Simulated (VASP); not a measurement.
# Cs2NaP (P4/mmm) in VASP: further runs, part 2 of 2

VASP 6.6.1. Earlier steps stand in the parts before.

### 3 Single point, PBE

This run uses another cell than the first one, of 50.43 Å³/atom, 1.162 times its volume.

File INCAR:

```
SYSTEM = Cs2NaP
ALGO = Normal
EDIFF = 1E-7
ENCUT = 520
GGA = PE
ISIF = 2
ISMEAR = 0
LASPH = .TRUE.
LCHARG = .FALSE.
LREAL = .FALSE.
LWAVE = .FALSE.
NBANDS = 23
NELM = 60
PREC = Accurate
SIGMA = 0.1
```

File KPOINTS:

```
k-points
0
G
  4 4 4
  0 0 0
```

File POSCAR:

```
Cs2NaP
1.0
    7.2035559586      0.0000000000      0.0000000000
    0.0000000000      7.2035559586      0.0000000000
    0.0000000000      0.0000000000      3.8870552590
Cs Na P
2 1 1
Direct
    0.0000000000      0.5000000000      0.0000000000
    0.5000000000      0.0000000000      0.0000000000
    0.5000000000      0.5000000000      0.0000000000
    0.0000000000      0.0000000000      0.0000000000
```

Potentials or basis: VASP PAW PBE potentials, release 64 (Cs_sv, Na_pv, P).

Run with:

```bash
> cat potpaw_PBE.64/Cs_sv/POTCAR potpaw_PBE.64/Na_pv/POTCAR potpaw_PBE.64/P/POTCAR > POTCAR
> mpirun -np 1 vasp_std > vasp.out
```

OUTCAR:

```text
SYSTEM = Cs2NaP
   EDIFF = 1E-7
   ENCUT = 520
   GGA = PE
   ISIF = 2
   ISMEAR = 0
   LASPH = .TRUE.
   LREAL = .FALSE.
   NELM = 60
   PREC = Accurate

 ion  position               nearest neighbor table
   1  0.000  0.500  0.000-
   2  0.500  0.000  0.000-
   3  0.500  0.500  0.000-
   4  0.000  0.000  0.000-

  LATTYP: Found a simple tetragonal cell.
 ALAT       =     7.2035559586
 C/A-ratio  =     0.5396022855

  Lattice vectors:

 A1 = (   7.2035559586,   0.0000000000,   0.0000000000)
 A2 = (   0.0000000000,   7.2035559586,   0.0000000000)
 A3 = (   0.0000000000,   0.0000000000,   3.8870552590)

Analysis of symmetry for initial positions (statically):
=====================================================================
 Subroutine PRICEL returns:
 Original cell was already a primitive cell.

 Routine SETGRP: Setting up the symmetry group for a
 simple tetragonal supercell.

 Subroutine GETGRP returns: Found 16 space group operations
[... 158 lines left out ...]
  ---------------------------------------------------
  free energy    TOTEN  =        -6.70922471 eV

  energy without entropy =       -6.66455393  energy(sigma->0) =       -6.68688932

 E-fermi :   0.9699     XC(G=0):  -6.9321

 val. band max:        0.9642022432   @ k =   0.2500   0.2500   0.2500
 cond. band min:       1.0035702567   @ k =   0.0000   0.0000   0.2500
 fundamental gap:      0.0393680136
 Fermi energy:         0.9699375818

 k-point     1 :       0.0000    0.0000    0.0000
  band No.  band energies     occupation
      1     -24.2517      2.00000
      2     -24.2517      2.00000
      3     -24.1615      2.00000
      4     -21.8950      2.00000
      5     -21.8825      2.00000
      6      -8.9040      2.00000
[... 457 lines left out ...]
     22       4.4743      0.00000
     23       4.4743      0.00000

------------------------ aborting loop because EDIFF is reached ----------------------------------------

  FORCE on cell =-STRESS in cart. coord.  units (eV):
  Direction    XX          YY          ZZ          XY          YZ          ZX
  --------------------------------------------------------------------------------------
  -------------------------------------------------------------------------------------
  Total        0.2780432      0.2780432     -0.0247703      0.0000000     -0.0000000     -0.0000000
  in kB        2.2085550      2.2085550     -0.1967559      0.0000000     -0.0000000     -0.0000000
  external PRESSURE =       1.4067847 kB  Pullay stress =       0.0000000 kB

 VOLUME and BASIS-vectors are now :
 -----------------------------------------------------------------------------
  energy-cutoff  :      520.00
  volume of cell :      201.70
      direct lattice vectors                 reciprocal lattice vectors
     7.203555959  0.000000000  0.000000000     0.138820328  0.000000000  0.000000000
     0.000000000  7.203555959  0.000000000     0.000000000  0.138820328  0.000000000
     0.000000000  0.000000000  3.887055259     0.000000000  0.000000000  0.257264158

 POSITION                                       TOTAL-FORCE (eV/Angst)
 -----------------------------------------------------------------------------------
      0.00000      3.60178      0.00000         0.000000      0.000000      0.000000
      3.60178      0.00000      0.00000         0.000000      0.000000      0.000000
      3.60178      3.60178      0.00000         0.000000      0.000000      0.000000
      0.00000      0.00000      0.00000         0.000000      0.000000      0.000000
 -----------------------------------------------------------------------------------
    total drift:                                0.000000     -0.000000      0.000000

  FREE ENERGIE OF THE ION-ELECTRON SYSTEM (eV)
  ---------------------------------------------------
  free  energy   TOTEN  =        -6.7092247072 eV

  energy  without entropy=       -6.6645539346  energy(sigma->0) =       -6.68688932
```

stdout:

```text
POSCAR found type information on POSCAR CsNaP
 POSCAR found :  3 types and       4 ions
 scaLAPACK will be used
 LDA part: xc-table for (Slater+PW92), standard interpolation
 POSCAR, INCAR and KPOINTS ok, starting setup
 FFT: planning ... GRIDC
 FFT: planning ... GRID_SOFT
 FFT: planning ... GRID
 WAVECAR not read
 entering main loop
```

Run time: 49 s. Hardware: 1 thread of AMD EPYC 9R45 (Zen 5), shared host; peak memory 0.28 GiB.

Results:

- Free energy: -6.7092 eV
- Pressure: 0.1 GPa
- Band gap on the k mesh: zero (band 15 reaches 1.34 eV, above the bottom of band 16 at 0.85 eV)

Levels at points of the mesh, in eV from the Fermi level:
| k point | band 13 | band 14 | band 15 | band 16 | band 17 | band 18 |
| --- | --- | --- | --- | --- | --- | --- |
| (0.00, 0.00, 0.00) | -1.54 | -0.19 | -0.19 | 1.50 | 1.73 | 1.97 |
| (0.50, 0.00, 0.00) | -1.34 | -0.50 | -0.29 | 0.70 | 1.46 | 1.76 |
| (0.50, 0.50, 0.00) | -1.13 | -1.13 | -0.37 | 0.96 | 0.96 | 1.41 |
| (0.00, 0.00, 0.50) | -0.97 | 0.37 | 0.37 | 0.70 | 1.36 | 1.43 |
| (0.50, 0.00, 0.50) | -1.09 | -0.32 | 0.29 | 0.59 | 1.46 | 1.75 |
| (0.50, 0.50, 0.50) | -1.21 | -0.39 | -0.39 | 0.19 | 2.41 | 2.60 |

Caveat: the k points lie up to 0.40 Å⁻¹ apart; spin-orbit coupling is left out, which moves the levels of the heavy elements.
